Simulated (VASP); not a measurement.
# NbH (Immm) in VASP: single point with PBEsol

Aim: the single point of NbH with PBEsol.

All numbers are computed with VASP 6.6.1; they aren't measurements. Logs are shortened: lines on timing, memory, paths and dates and some standing lists are left out, and cuts for length are marked.

**1. The cell of the first run**

Symmetry: Immm, No. 71, orthorhombic system. The conventional cell has a = 3.130 Å, b = 3.368 Å, c = 3.844 Å, α = 90.00°, β = 90.00°, γ = 90.00°. Nb (site symmetry mmm) has 6 H at 1.92 to 2.30 Å within 2.5 Å. H (site symmetry mmm) has 6 Nb at 1.92 to 2.30 Å within 2.5 Å.

**2. Single point, PBEsol (uniaxial strain along a: +6.0 %)**

INCAR reads:

```
SYSTEM = NbH
  PREC = Accurate
  ENCUT = 520
  EDIFF = 1E-6
  ISMEAR = 0
  SIGMA = 0.1
  LREAL = .FALSE.
  LASPH = .TRUE.
  NELM = 60
  ALGO = Normal
  ISIF = 2
  LWAVE = .FALSE.
  LCHARG = .FALSE.
  GGA = PS
  NBANDS = 22
```

KPOINTS reads:

```
Automatic mesh
0
G
  14 14 12
  0 0 0
```

POSCAR reads:

```
NbH
1.0
    3.3683144506      0.0000000000      0.0000000000
    0.0000000000      3.1299903149      0.0000000000
    0.0000000000      0.0000000000      3.8442925768
Nb H
2 2
Direct
    0.0000000000      0.0000000000      0.0000000000
    0.5000000000      0.5000000000      0.5000000000
    0.0000000000      0.0000000000      0.5000000000
    0.5000000000      0.5000000000      0.0000000000
```

Potentials or basis: VASP PAW PBE potentials, release 64 (Nb_sv, H).

Run with:

```
$ cat potpaw_PBE.64/Nb_sv/POTCAR potpaw_PBE.64/H/POTCAR > POTCAR
$ mpirun -np 1 vasp_std > vasp.out
```

OUTCAR:

```text
SYSTEM = NbH
   PREC = Accurate
   ENCUT = 520
   EDIFF = 1E-6
   ISMEAR = 0
   LREAL = .FALSE.
   LASPH = .TRUE.
   NELM = 60
   ISIF = 2
   GGA = PS

 ion  position               nearest neighbor table
   1  0.000  0.000  0.000-   3 1.92   3 1.92   2 3.00   2 3.00   2 3.00   2 3.00   2 3.00   2 3.00
                             2 3.00   2 3.00
   2  0.500  0.500  0.500-   4 1.92   4 1.92   1 3.00   1 3.00   1 3.00   1 3.00   1 3.00   1 3.00
                             1 3.00   1 3.00
   3  0.000  0.000  0.500-   1 1.92   1 1.92
   4  0.500  0.500  0.000-   2 1.92   2 1.92

  LATTYP: Found a simple orthorhombic cell.
 ALAT       =     3.1299903149
 B/A-ratio  =     1.0761421320
 C/A-ratio  =     1.2282122914

  Lattice vectors:

 A1 = (   0.0000000000,  -3.1299903149,   0.0000000000)
 A2 = (   3.3683144506,   0.0000000000,   0.0000000000)
 A3 = (   0.0000000000,   0.0000000000,   3.8442925768)

Analysis of symmetry for initial positions (statically):
=====================================================================
 Subroutine PRICEL returns following result:

  LATTYP: Found a body centered orthorhombic cell.
 ALAT       =     3.1299903149
 B/A-ratio  =     1.0761421320
 C/A-ratio  =     1.2282122914

  Lattice vectors:

 A1 = (  -1.6841572253,   1.5649951575,  -1.9221462884)
 A2 = (   1.6841572253,  -1.5649951575,  -1.9221462884)
 A3 = (  -1.6841572253,  -1.5649951575,   1.9221462884)

   2 primitive cells build up your supercell.

 Routine SETGRP: Setting up the symmetry group for a
 simple orthorhombic supercell.

 Subroutine GETGRP returns: Found  8 space group operations
 (whereof  8 operations were pure point group operations)
 out of a pool of  8 trial point group operations.

The static configuration has the point symmetry D_2h.

Analysis of symmetry for dynamics (positions and initial velocities):
=====================================================================
 Subroutine PRICEL returns following result:

  LATTYP: Found a body centered orthorhombic cell.
 ALAT       =     3.1299903149
 B/A-ratio  =     1.0761421320
 C/A-ratio  =     1.2282122914

  Lattice vectors:

 A1 = (  -1.6841572253,   1.5649951575,  -1.9221462884)
 A2 = (   1.6841572253,  -1.5649951575,  -1.9221462884)
 A3 = (  -1.6841572253,  -1.5649951575,   1.9221462884)

   2 primitive cells build up your supercell.

 Routine SETGRP: Setting up the symmetry group for a
 simple orthorhombic supercell.

 Subroutine GETGRP returns: Found  8 space group operations
 (whereof  8 operations were pure point group operations)
 out of a pool of  8 trial point group operations.

The dynamic configuration has the point symmetry D_2h.

 Subroutine INISYM returns: Found  8 space group operations
 (whereof  8 operations are pure point group operations),
 and found     2 'primitive' translations

----------------------------------------------------------------------------------------

                                     Primitive cell

  volume of cell :      20.2648

  direct lattice vectors                    reciprocal lattice vectors
    -1.684157225  1.564995157 -1.922146288    -0.296884396 -0.000000000 -0.260125883
     1.684157225 -1.564995157 -1.922146288     0.000000000 -0.319489806 -0.260125883
    -1.684157225 -1.564995157  1.922146288    -0.296884396 -0.319489806  0.000000000

  length of vectors
     2.996705150  2.996705150  2.996705150     0.394722458  0.411994188  0.436135393

  position of ions in fractional coordinates (direct lattice)
     0.000000000  0.000000000  0.000000000
     0.500000000  0.500000000  0.000000000

  ion indices of the primitive-cell ions
   primitive index   ion index
                 1           1
                 2           3

----------------------------------------------------------------------------------------

 KPOINTS: Automatic mesh

Automatic generation of k-mesh.
 Grid dimensions read from file:
 generate k-points for:   14   14   12

 Generating k-lattice:

  Cartesian coordinates                     Fractional coordinates (reciprocal lattice)
     0.021206028  0.000000000  0.000000000     0.071428571  0.000000000  0.000000000
     0.000000000  0.022820700  0.000000000     0.000000000  0.071428571  0.000000000
     0.000000000  0.000000000  0.021677157     0.000000000  0.000000000  0.083333333

  Length of vectors
     0.021206028  0.022820700  0.021677157

  Shift w.r.t. Gamma in fractional coordinates (k-lattice)
     0.000000000  0.000000000  0.000000000

 Subroutine IBZKPT returns following result:
 ===========================================

 Found    448 irreducible k-points:

 Following reciprocal coordinates:
            Coordinates               Weight
  0.000000  0.000000  0.000000      1.000000
  0.071429  0.000000  0.000000      2.000000
  0.142857  0.000000  0.000000      2.000000
  0.214286  0.000000  0.000000      2.000000
  0.285714  0.000000  0.000000      2.000000
  0.357143  0.000000  0.000000      2.000000
[... 16 lines left out ...]
  0.428571  0.142857  0.000000      4.000000
  0.500000  0.142857  0.000000      2.000000
 [... further k-points ...]
   k-points           NKPTS =    448   k-points in BZ     NKDIM =    448   number of bands    NBANDS=     22
   number of dos      NEDOS =    301   number of ions     NIONS =      4
   total plane-waves  NPLWV =  20160
   dimension x,y,z NGX =    28 NGY =   24 NGZ =   30
   dimension x,y,z NGXF=    56 NGYF=   48 NGZF=   60
   ions per type =               2   2
   NGX,Y,Z   is equivalent  to a cutoff of  13.82, 12.75, 12.97 a.u.
   NGXF,Y,Z  is equivalent  to a cutoff of  27.64, 25.49, 25.95 a.u.
 SYSTEM =  NbH
   PREC   = accura    normal or accurate (medium, high low for compatibility)
   ISTART =      0    job   : 0-new  1-cont  2-samecut
   ICHARG =      2    charge: 1-file 2-atom 10-const
   ISPIN  =      1    spin polarized calculation?
   LNONCOLLINEAR =      F non collinear calculations
   LSORBIT =      F    spin-orbit coupling
   LASPH  =      T    aspherical Exc in radial PAW
   ENCUT  =  520.0 eV  38.22 Ry    6.18 a.u.   6.26  5.82  7.15*2*pi/ulx,y,z
   NELM   =     60;   NELMIN=  2; NELMDL= -5     # of ELM steps
   EDIFF  = 0.1E-05   stopping-criterion for ELM
   LREAL  =      F    real-space projection
   EDIFFG = 0.1E-04   stopping-criterion for IOM
   NSW    =      0    number of steps for IOM
   IBRION =     -1    ionic relax: 0-MD 1-quasi-New 2-CG
   NFREE  =      0    steps in history (QN), initial steepest desc. (CG)
   ISIF   =      2    stress and relaxation
   ISYM   =      2    0-nonsym 1-usesym 2-fastsym
   POTIM  = 0.5000    time-step for ionic-motion
   TEBEG  =    0.0;   TEEND  =   0.0 temperature during run
   PSTRESS=    0.0 pullay stress
   NELECT =      28.0000    total number of electrons
   NUPDOWN=      -1.0000    fix difference up-down
   EMIN   =  10.00;   EMAX   =-10.00  energy-range for DOS
   EFERMI =   0.00;   METHOD = LEGACY
   ISMEAR =     0;   SIGMA  =   0.10  broadening in eV -4-tet -1-fermi 0-gaus
   EFERMI_NEDOS =   21; number of points for ismear=-14 and -15
   IALGO  =     38    algorithm
   IMIX   =      4    mixing-type and parameters
     AMIX     =   0.40;   BMIX     =  1.00
     AMIX_MAG =   1.60;   BMIX_MAG =  1.00
  volume/ion in A,a.u.               =      10.13        68.38
  Fermi-wavevector in a.u.,A,eV,Ry     =   1.447228  2.734864 28.496962  2.094468
  Thomas-Fermi vector in A             =   2.565206
   LORBIT       =      0    0 simple, 1 ext, 2 COOP (PROOUT), +10 PAW based schemes
   GGA     = PS    functional components
   LHFCALC =     F    Hartree Fock is set to
   AEXX    =    0.0000 exact exchange contribution
   IVDW    =     0    specifies the selected vdW correction
   LEPSILON=     F    determine dielectric tensor
   LRPA    =     F    only Hartree local field effects (RPA)
 non-spin polarized calculation
 Gauss-broadening in eV      SIGMA  =   0.10
  energy-cutoff  :      520.00
  volume of cell :       40.53
 maximum number of plane-waves:      1112
 NGX is ok and might be reduce to    28
   NGX = 13   NGY = 11   NGZ = 15

 number of electron      28.0000000 magnetization

 Free energy of the ion-electron system (eV)
  ---------------------------------------------------
  ext. energy  EPLUGINS =         0.00000000
  ---------------------------------------------------
  free energy    TOTEN  =       -29.18648161 eV

  energy without entropy =      -29.17716362  energy(sigma->0) =      -29.18182262

 E-fermi :  11.1205     XC(G=0): -12.5719

 val. band max:       11.1203416197   @ k =   0.0000   0.3571   0.0000
 cond. band min:      11.1211482182   @ k =   0.1429   0.0000   0.3333
 fundamental gap:      0.0008065985
 Fermi energy:        11.1205243445

 k-point     1 :       0.0000    0.0000    0.0000
  band No.  band energies     occupation
      1     -44.0047      2.00000
      2     -43.7502      2.00000
      3     -20.4820      2.00000
      4     -20.1821      2.00000
      5     -19.9730      2.00000
      6     -19.6292      2.00000
[... 14 lines left out ...]
     21      17.5877      0.00000
     22      19.2862      0.00000

 k-point     2 :       0.0714    0.0000    0.0000
  band No.  band energies     occupation
      1     -44.0008      2.00000
      2     -43.7526      2.00000
      3     -20.4710      2.00000
      4     -20.1861      2.00000
      5     -19.9663      2.00000
      6     -19.6395      2.00000
[... 14 lines left out ...]
     21      17.1558      0.00000
     22      19.6599      0.00000

 k-point     3 :       0.1429    0.0000    0.0000
  band No.  band energies     occupation
      1     -43.9894      2.00000
      2     -43.7600      2.00000
      3     -20.4385      2.00000
      4     -20.1962      2.00000
      5     -19.9465      2.00000
      6     -19.6698      2.00000
[... 14 lines left out ...]
     21      17.8279      0.00000
     22      20.5975      0.00000

 k-point     4 :       0.2143    0.0000    0.0000
  band No.  band energies     occupation
      1     -43.9714      2.00000
      2     -43.7722      2.00000
      3     -20.3864      2.00000
      4     -20.2070      2.00000
      5     -19.9151      2.00000
      6     -19.7465      2.00000
[... 14 lines left out ...]
     21      19.1406      0.00000
     22      20.8330      0.00000

 k-point     5 :       0.2857    0.0000    0.0000
  band No.  band energies     occupation
      1     -43.9481      2.00000
      2     -43.7891      2.00000
      3     -20.3172      2.00000
      4     -20.2113      2.00000
      5     -19.8738      2.00000
      6     -19.8461      2.00000
[... 14 lines left out ...]
     21      20.4902      0.00000
     22      20.8100      0.00000

 k-point     6 :       0.3571    0.0000    0.0000
  band No.  band energies     occupation
      1     -43.9211      2.00000
      2     -43.8104      2.00000
      3     -20.2349      2.00000
      4     -20.2016      2.00000
      5     -19.9487      2.00000
      6     -19.8640      2.00000
[... 14 lines left out ...]
     21      20.9181      0.00000
     22      21.7269      0.00000

 k-point     7 :       0.4286    0.0000    0.0000
  band No.  band energies     occupation
      1     -43.8921      2.00000
      2     -43.8353      2.00000
      3     -20.1717      2.00000
      4     -20.1435      2.00000
      5     -20.0424      2.00000
      6     -19.9532      2.00000
[... 324 lines left out ...]
      6     -19.8319      2.00000
[... 14 lines left out ...]
     21      19.3635      0.00000
     22      19.5460      0.00000

 k-point    21 :       0.2857    0.1429    0.0000
  band No.  band energies     occupation
      1     -43.9334      2.00000
      2     -43.7899      2.00000
      3     -20.2833      2.00000
      4     -20.2408      2.00000
      5     -19.9331      2.00000
      6     -19.8812      2.00000
[... 14 lines left out ...]
     21      20.4410      0.00000
     22      20.4625      0.00000

 k-point    22 :       0.3571    0.1429    0.0000
  band No.  band energies     occupation
      1     -43.9087      2.00000
      2     -43.8088      2.00000
      3     -20.2451      2.00000
      4     -20.2081      2.00000
      5     -20.0320      2.00000
      6     -19.8734      2.00000
[... 14 lines left out ...]
     21      20.9725      0.00000
     22      21.0522      0.00000

 k-point    23 :       0.4286    0.1429    0.0000
  band No.  band energies     occupation
      1     -43.8823      2.00000
      2     -43.8311      2.00000
      3     -20.2274      2.00000
      4     -20.1252      2.00000
      5     -20.1185      2.00000
      6     -19.9534      2.00000
[... 14 lines left out ...]
     21      21.0743      0.00000
     22      21.2335      0.00000

 k-point    24 :       0.5000    0.1429    0.0000
  band No.  band energies     occupation
      1     -43.8560      2.00000
      2     -43.8560      2.00000
      3     -20.1851      2.00000
      4     -20.1851      2.00000
      5     -20.0388      2.00000
      6     -20.0388      2.00000
[... 14 lines left out ...]
     21      21.1883      0.00000
     22      21.1884      0.00000

 [... further k-points ...]

------------------------ aborting loop because EDIFF is reached ----------------------------------------

  FORCE on cell =-STRESS in cart. coord.  units (eV):
  Direction    XX          YY          ZZ          XY          YZ          ZX
  --------------------------------------------------------------------------------------
  -------------------------------------------------------------------------------------
  Total       -3.5244885     -0.1155139     -0.1461424      0.0000000      0.0000000      0.0000000
  in kB     -139.3267886     -4.5663867     -5.7771652      0.0000000      0.0000000      0.0000000
  external PRESSURE =     -49.8901135 kB  Pullay stress =       0.0000000 kB

 VOLUME and BASIS-vectors are now :
 -----------------------------------------------------------------------------
  energy-cutoff  :      520.00
  volume of cell :       40.53
      direct lattice vectors                 reciprocal lattice vectors
     3.368314451  0.000000000  0.000000000     0.296884396  0.000000000  0.000000000
     0.000000000  3.129990315  0.000000000     0.000000000  0.319489806  0.000000000
     0.000000000  0.000000000  3.844292577     0.000000000  0.000000000  0.260125883

 POSITION                                       TOTAL-FORCE (eV/Angst)
 -----------------------------------------------------------------------------------
      0.00000      0.00000      0.00000        -0.000000      0.000000     -0.000000
      1.68416      1.56500      1.92215         0.000000     -0.000000      0.000000
      0.00000      0.00000      1.92215        -0.000000      0.000000     -0.000000
      1.68416      1.56500      0.00000        -0.000000      0.000000     -0.000000
 -----------------------------------------------------------------------------------
    total drift:                                0.000000      0.000000      0.000000

  FREE ENERGIE OF THE ION-ELECTRON SYSTEM (eV)
  ---------------------------------------------------
  free  energy   TOTEN  =       -29.1864816125 eV

  energy  without entropy=      -29.1771636232  energy(sigma->0) =      -29.18182262
```

It took 4.2 min on 1 thread of Oxide Virtual Turin-like, shared host; peak memory 0.39 GiB.

Results:

| Property | Result |
| --- | --- |
| Free energy | -29.1865 eV |
| Pressure | -5.0 GPa |
| Band gap on the k mesh | zero (bands 14 and 15 overlap by 1.84 eV) |

Levels at points of the mesh, in eV from the Fermi level:
```
           k point  band 12  band 13  band 14  band 15  band 16  band 17
(0.00, 0.00, 0.00)    -1.27    -0.37     0.57     0.61     1.70     3.73
(0.50, 0.00, 0.00)    -2.76    -0.92    -0.92     0.40     0.40     1.55
(0.00, 0.50, 0.00)    -2.48    -1.10    -1.10    -0.52    -0.52     1.10
(0.50, 0.50, 0.00)    -3.24     1.06     1.06     2.44     2.44     3.67
(0.00, 0.00, 0.50)    -2.03     0.04     0.04     0.58     0.58     0.73
(0.50, 0.00, 0.50)    -4.49    -1.42    -1.42    -0.09    -0.09     2.40
(0.00, 0.50, 0.50)    -4.52    -2.33    -2.33     0.29     0.29     3.50
(0.50, 0.50, 0.50)    -2.20    -1.77    -1.77     1.13     1.13     3.38
```

Caveat: the cell differs from its parent crystal (uniaxial strain along a: +6.0 %); the stress differs along the axes, from -14 to -0 GPa; the PAW data sets were made with another functional, which shifts forces and pressure a little.
